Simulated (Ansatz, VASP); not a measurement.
**One calculation of NaCl, two programs**

Contents of INCAR:

```
PREC     = Accurate       # precision mode
ENCUT    = 520            # plane-wave cutoff, eV
EDIFF    = 1E-6           # SCF threshold, eV
ISMEAR   = -1             # smearing method
SIGMA    = 0.03           # smearing width, eV
LREAL    = F              # projectors in reciprocal space
LASPH    = T              # aspherical terms in the spheres
NELM     = 60             # most SCF steps
ALGO     = Normal         # electronic algorithm
ISIF     = 2              # what is computed and relaxed
LWAVE    = F              # write WAVECAR
LCHARG   = F              # write CHGCAR
GGA      = PE             # functional
NBANDS   = 14             # bands
```

KPOINTS

```
regular mesh
0
Gamma
  9 9 9
```

The input POSCAR:

```
NaCl
1.0
    2.9160926721      0.0000000000      0.0000000000
    0.0000000000      2.9160926721      0.0000000000
    0.0000000000      0.0000000000      2.9160926721
Na Cl
1 1
Direct
    0.0000000000      0.0000000000      0.0000000000
    0.5000000000      0.5000000000      0.5000000000
```

Input for Ansatz:

```yaml
crystal:
  lattice:
    - [2.9160926721, 0.0, 0.0]
    - [0.0, 2.9160926721, 0.0]
    - [0.0, 0.0, 2.9160926721]
  atoms:
    - { symbol: Na, position: [0.0, 0.0, 0.0] }
    - { symbol: Cl, position: [0.5, 0.5, 0.5] }
kpoints:
  mp_grid: { grid: [9, 9, 9] }
scf:
  occupations: { method: fermi_dirac, width: 0.03 }
hamiltonian:
  xc: pbe
  pseudopotentials: { kind: all_electron, lapw: { basis_error: 0.0005 } }
output:
  forces: true
  stress: true
  eigenvalues: true
```

Change from the starting cell: volume scaled by 1.06.

Alike in both runs: task single point; functional PBE; k mesh 9 × 9 × 9; occupations fermi-dirac, width 0.03 eV; no spin polarisation.

```csv
,VASP,Ansatz
version,VASP 6.6.1,Ansatz 0.2.0
potentials or method,"VASP PAW PBE potentials, release 64 (Na_pv, Cl), cutoff 520 eV","all-electron LAPW, scalar-relativistic"
```

VASP gave:

- gap on the k mesh at the Fermi level (eV): 4.96
- pressure (GPa): 51.5

Problem. Estimate Ansatz's values.

Solution. gap on the k mesh at the Fermi level (eV): 4.92; pressure (GPa): 51.4.

Both programs put the cell under a high pressure, so it lies far from rest at this level. Ansatz ran all-electron here, and VASP with PAW potentials.
